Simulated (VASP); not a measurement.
A run of VASP 6.6.1:

File POSCAR:

```
MoS2
1.0
    1.6087603673      0.9288182311      6.2666662456
   -1.6087603673      0.9288182311      6.2666662456
    0.0000000000     -1.8576364622      6.2666662456
Mo S
1 2
Direct
    0.0000000000      0.0000000000      0.0000000000
    0.7493338951      0.7493338951      0.7493338951
    0.2506661049      0.2506661049      0.2506661049
```

File INCAR.step1:

```
PREC = Accurate ; ENCUT = 520
ISMEAR = 0 ; SIGMA = 0.1
LREAL = F ; LASPH = T
NELM = 80 ; NBANDS = 20
GGA = PE ; ALGO = Normal
EDIFF = 1E-4 ; LWAVE = T
LCHARG = F
```

File INCAR.step2:

```
PREC = Accurate ; ENCUT = 520
EDIFF = 1E-6 ; ISMEAR = 0
SIGMA = 0.1 ; LREAL = F
LASPH = T ; NELM = 80
ALGO = Normal ; ISIF = 2
LWAVE = F ; LCHARG = F
METAGGA = R2SCAN ; LMIXTAU = T
NBANDS = 20 ; ISTART = 1
```

File KPOINTS:

```
Automatic mesh
0
Gamma
  6 6 6
```

Potentials or basis: VASP PAW PBE potentials, release 64 (Mo_sv, S).

Launch:

```bash
$ cat potpaw_PBE.64/Mo_sv/POTCAR potpaw_PBE.64/S/POTCAR > POTCAR
$ cp INCAR.step1 INCAR
$ mpirun -np 1 vasp_std > vasp.out
$ cp INCAR.step2 INCAR
$ mpirun -np 1 vasp_std > vasp.out
```

Hardware: 1 thread of Intel(R) Xeon(R) 6975P-C (Granite Rapids), with other jobs on the host.

Q: How long does it take, and how much memory?

A: Run time: 4.8 min on 1 thread of Intel(R) Xeon(R) 6975P-C (Granite Rapids) (shared host), peak memory 0.38 GiB. Counts: k points 32.
